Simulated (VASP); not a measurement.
## AlN (kat): vibrations by perturbation theory with LDA

AlN (kat):

```xyz
2
Lattice="0.0000 2.1848 2.1848 2.1848 0.0000 2.1848 2.1848 2.1848 0.0000" Properties=species:S:1:pos:R:3 pbc="T T T"
Al    0.0000    0.0000    0.0000
N     1.0924    1.0924    1.0924
```

```yaml
Program: VASP 6.6.1
Task: vibrations by perturbation theory
Functional: LDA
Potentials_or_basis: VASP PAW LDA potentials, release 64 (Al, N)
Cutoff: 520 eV
k_mesh: 10 × 10 × 10
Occupations: gaussian, width 0.01 eV
Spin: no spin polarisation
Dipole_correction: no
Further_INCAR_settings: ALGO = Normal; EDIFF = 1e-08; NBANDS = 11; IBRION = 8; NSW = 1
```

```json
{
 "Electronic dielectric tensor (diagonal)": "4.57",
 "Born charges (mean of the diagonal)": "Al +2.53; N -2.53 e",
 "Highest phonon frequency at Γ, LO-TO splitting left out": "653 cm⁻¹"
}
```

Phonon frequencies in cm⁻¹ (negative: imaginary):
```
              q point        frequencies
(0.000, 0.000, 0.000)  0 0 0 653 653 653
```

Electronic dielectric tensor:
```
4.57 0.00 0.00
0.00 4.57 0.00
0.00 0.00 4.57
```

Born effective charge tensors (e):
atom 1, Al
```
2.53 0.00 0.00
0.00 2.53 0.00
0.00 0.00 2.53
```
atom 2, N
```
-2.53  0.00  0.00
 0.00 -2.53  0.00
 0.00  0.00 -2.53
```

Wall time 3.9 min on 1 thread of Intel Xeon 8259CL (shared host), peak memory 0.21 GiB.

Caveat: the cell wasn't relaxed at this level first, which shifts response properties.
